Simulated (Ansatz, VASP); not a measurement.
**One calculation of VRu, two programs**

```
V Ru
1.0
     2.46028    0.00000    0.00000
     0.00000    2.46028    0.00000
     0.00000    0.00000    2.46028
V Ru
1 1
Cartesian
  1.2301 1.2301 1.2301
  0.0000 0.0000 0.0000
```

Change from the starting cell: volume scaled by 0.55, LAPW.

Alike in both runs: task single point; functional LDA; k mesh 12 × 12 × 12; occupations fermi-dirac, width 0.05 eV; collinear spin.

|  | VASP | Ansatz |
| --- | --- | --- |
| version | VASP 6.6.1 | Ansatz 0.2.0 |
| potentials or method | VASP PAW LDA potentials, release 64 (V_sv, Ru_pv), cutoff 520 eV | all-electron LAPW, scalar-relativistic |

```csv
,VASP,Ansatz,Ansatz less VASP
pressure (GPa),504.1,488.1,-15.93
net moment per atom (μB),0.00,0.00,0.000
```

LDA's correlation is that of Perdew and Zunger in VASP and of Perdew and Wang (1992) in Ansatz. Both programs put the cell under a high pressure, so it lies far from rest at this level. Ansatz ran all-electron here, and VASP with PAW potentials. Ansatz's warnings: seeded moment not kept.

Noted on VASP's run: the cell as given lies far from equilibrium.
